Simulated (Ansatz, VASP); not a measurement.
H: VASP beside Ansatz

```xyz
2
Lattice="-1.6915 1.6915 2.0585 1.6915 -1.6915 2.0585 1.6915 1.6915 -2.0585" Properties=species:S:1:pos:R:3 pbc="T T T"
H     0.0000    0.0000    3.7459
H     0.0000    0.0000    0.3711
```

Alike in both runs: task single point; functional LDA; k mesh 8 × 8 × 8; occupations gaussian, width 0.1 eV; no spin polarisation.

```csv
,VASP,Ansatz
version,VASP 6.6.1,Ansatz 0.2.0
potentials or method,"VASP PAW LDA potentials, release 64 (H), cutoff 500 eV","scalar-relativistic, plane waves, PAW"
valence electrons in the cell,2,2
```

VASP gave:

```
gap on the k mesh at the Fermi level (eV)                     : 8.30
least direct gap on the mesh (eV)                             : 9.17
pressure (GPa)                                                : 0.7
traceless stress, the component that is largest in VASP (GPa) : 3.28
rms of the force components (eV/Å)                            : 0.562
```

Which values does Ansatz return?

gap on the k mesh at the Fermi level (eV): 8.30; least direct gap on the mesh (eV): 9.18; pressure (GPa): 0.9; traceless stress, the component that is largest in VASP (GPa): 3.27; rms of the force components (eV/Å): 0.555.

LDA's correlation is that of Perdew and Zunger in VASP and of Perdew and Wang (1992) in Ansatz. Atom by atom the forces differ by 0.007 eV/Å (rms over components).
